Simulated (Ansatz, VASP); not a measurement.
# Two plane-wave programs on YHg

File INCAR:

```
  ALGO = Normal
  EDIFF = 1E-8
  ENCUT = 520
  ISIF = 2
  ISMEAR = -1
  LASPH = T
  LCHARG = F
  LEFG = T
  LREAL = F
  LWAVE = F
  NBANDS = 18
  NELM = 60
  PREC = Accurate
  SIGMA = 0.05
```

Contents of KPOINTS:

```
k-points
0
Gamma
  10 10 10
```

POSCAR

```
YHg
1.0
    3.5530009354      0.0000000000      0.0000000000
    0.0000000000      3.5530009354      0.0000000000
    0.0000000000      0.0000000000      3.5530009354
Y Hg
1 1
Direct
    0.5000000000      0.5000000000      0.5000000000
    0.0000000000      0.0000000000      0.0000000000
```

Input for Ansatz:

```yaml
crystal:
  lattice:
    - [3.5530009354, 0.0, 0.0]
    - [0.0, 3.5530009354, 0.0]
    - [0.0, 0.0, 3.5530009354]
  atoms:
    - { symbol: "Y", position: [0.5, 0.5, 0.5] }
    - { symbol: Hg, position: [0.0, 0.0, 0.0] }
kpoints:
  mp_grid: { grid: [10, 10, 10] }
  band_path:
    path:
      - [0.0, 0.0, 0.0]
      - [0.0, 0.5, 0.0]
      - [0.5, 0.5, 0.0]
      - [0.0, 0.0, 0.0]
      - [0.5, 0.5, 0.5]
      - [0.0, 0.5, 0.0]
      - [0.5, 0.5, 0.5]
      - [0.5, 0.5, 0.0]
    npoints: 6
scf:
  occupations: { method: fermi_dirac, width: 0.05 }
hamiltonian:
  xc: lda
  pseudopotentials: { kind: paw }
output:
  forces: true
  stress: true
  eigenvalues: true
  efg: { contact_densities: true }
  populations: true
  write_density: true
  write_potential: true
  elf: true
  volumetric_format: npy
```

Change from the starting cell: volume scaled by 0.9, PAW files.

Alike in both runs: task electric field gradients; functional LDA; k mesh 10 × 10 × 10; occupations fermi-dirac, width 0.05 eV; no spin polarisation.

|  | VASP | Ansatz |
| --- | --- | --- |
| version | VASP 6.6.1 | Ansatz 0.2.0 |
| potentials or method | VASP PAW LDA potentials, release 64 (Y_sv, Hg) | PAW with Ansatz's default frozen-core files, scalar-relativistic |
| plane-wave cutoff (eV) | 520 | 420 |
| valence electrons in the cell | 23 | 31 |

```tsv
	VASP	Ansatz	Ansatz less VASP
pressure (GPa)	5.9	5.6	-0.34
```

LDA's correlation is that of Perdew and Zunger in VASP and of Perdew and Wang (1992) in Ansatz. VASP's potentials hold 23 valence electrons a cell and Ansatz's 31, so a difference there can come from the potentials and not from the codes.

Neither program's run includes spin-orbit coupling.
